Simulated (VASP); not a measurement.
Here is a VASP 6.6.1 calculation.

INCAR

```
SYSTEM = AlCu
  PREC = Accurate
  ENCUT = 520
  EDIFF = 1E-7
  ISMEAR = 0
  SIGMA = 0.15
  LREAL = .FALSE.
  LASPH = .TRUE.
  NELM = 100
  ALGO = Fast
  ISIF = 2
  LWAVE = .FALSE.
  LCHARG = .TRUE.
  GGA = PS
  LELF = .TRUE.
  LVHAR = .TRUE.
  NBANDS = 14
```

File KPOINTS:

```
Automatic mesh
0
G
  16 16 16
  0 0 0
```

POSCAR

```
AlCu
1.0
    2.9314613133      0.0000000000      0.0000000000
    0.0000000000      2.9314613133      0.0000000000
    0.0000000000      0.0000000000      2.9314613133
Al Cu
1 1
Direct
   -0.0259472604      0.0000000000      0.0000000000
    0.5110171687      0.5000000000      0.5000000000
```

Potentials or basis: VASP PAW PBE potentials, release 64 (Al, Cu).

Launch:

```bash
$ cat potpaw_PBE.64/Al/POTCAR potpaw_PBE.64/Cu/POTCAR > POTCAR
$ mpirun -np 1 vasp_std > vasp.out
```

Q: Estimate the band gap on the k mesh.

A: Zero (bands 7 and 8 overlap by 4.87 eV).

Q: Estimate the largest force.

A: 0.542 eV/Å.

Q: Predict the pressure.

A: 4.2 GPa.

Stress tensor (GPa, compression positive):
```
3.84 0.00 0.00
0.00 4.44 0.00
0.00 0.00 4.44
```

Caveat: the cell differs from its parent crystal (atoms displaced along a vibrational mode, the cell strained); the cell stands under pressure; the PAW data sets were made with another functional, which shifts forces and pressure a little.
